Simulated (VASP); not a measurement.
A run of VASP 6.6.1:

Contents of INCAR:

```
SYSTEM = Al
ALGO = Fast
EDIFF = 1E-6
ENCUT = 520
GGA = PE
ISIF = 2
ISMEAR = 1
LASPH = .True.
LCHARG = .False.
LREAL = .False.
LWAVE = .False.
NBANDS = 8
NELM = 80
PREC = Accurate
SIGMA = 0.4
```

File KPOINTS:

```
k-points
0
Gamma
  32 32 32
  0 0 0
```

Contents of POSCAR:

```
Al
1.0
    0.0000000000      2.0202133688      2.0202133688
    2.0202133688      0.0000000000      2.0202133688
    2.0202133688      2.0202133688      0.0000000000
Al
1
Direct
    0.0000000000      0.0000000000      0.0000000000
```

Potentials or basis: VASP PAW PBE potentials, release 64 (Al).

Launch:

```console
$ cat potpaw_PBE.64/Al/POTCAR > POTCAR
$ mpirun -np 1 vasp_std > vasp.out
```

Hardware: 1 thread of Intel Xeon 8259CL (shared host).

Q: Estimate the wall time of this run.

A: Run time: 110 s on 1 thread of Intel Xeon 8259CL, with other jobs on the host, peak memory 0.22 GiB. Counts: scf iterations 10, k points 897.
